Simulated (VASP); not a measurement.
Set up this calculation in VASP 6.6.1, as the native input.

- Task: relaxation of the atoms
- Functional: PBE
- Potentials or basis: VASP PAW PBE potentials, release 64 (Si, C)
- Cutoff: 520 eV
- k mesh: 10 × 10 × 6
- Occupations: gaussian, width 0.02 eV
- Spin: no spin polarisation
- Dipole correction: no
- Further INCAR settings: ALGO = Normal; EDIFF = 1e-06; IBRION = 2; EDIFFG = -0.008; NSW = 60

The structure of SiC lies in POSCAR:

```
SiC
1.0
    2.1898629696      2.1898629696      0.0000000000
   -2.1898629696      2.1898629696      0.0000000000
    0.1858160347      0.1858160347      4.3797259393
Si C
2 2
Direct
    0.5026260681      0.0000000000      0.7498000753
    0.0026260681      0.5000000000      0.2498000753
   -0.0026260681      0.0000000000      0.0001999247
    0.4973739319      0.5000000000      0.5001999247
```

This cell differs from its parent crystal: shear of c along a, cell held: +6.0 %.

One way to write it, as run:

INCAR

```
SYSTEM = SiC
PREC = Accurate
ENCUT = 520
EDIFF = 1E-6
ISMEAR = 0
SIGMA = 0.02
LREAL = .False.
LASPH = .True.
NELM = 80
ALGO = Normal
ISIF = 2
LWAVE = .False.
LCHARG = .False.
GGA = PE
IBRION = 2
NSW = 60
EDIFFG = -0.008
```

KPOINTS

```
regular mesh
0
Gamma
  10 10 6
  0 0 0
```

Potentials or basis: VASP PAW PBE potentials, release 64 (Si, C).

Launch:

```console
$ cat potpaw_PBE.64/Si/POTCAR potpaw_PBE.64/C/POTCAR > POTCAR
$ mpirun -np 1 vasp_std > vasp.out
```

Results of the run:

| Quantity | Value |
| --- | --- |
| Energy gained by relaxing | 0.3 meV/atom |
| Ionic steps | 5 |
| Pressure after relaxing | 0.3 GPa |
| Largest force after relaxing | 0.007 eV/Å |
| Band gap on the k mesh | 0.99 eV |

Caveat: the cell differs from its parent crystal (shear of c along a, cell held: +6.0 %).

Run time: 91 s on 1 thread of Intel(R) Xeon(R) Platinum 8488C (Sapphire Rapids) (shared host), peak memory 0.21 GiB.
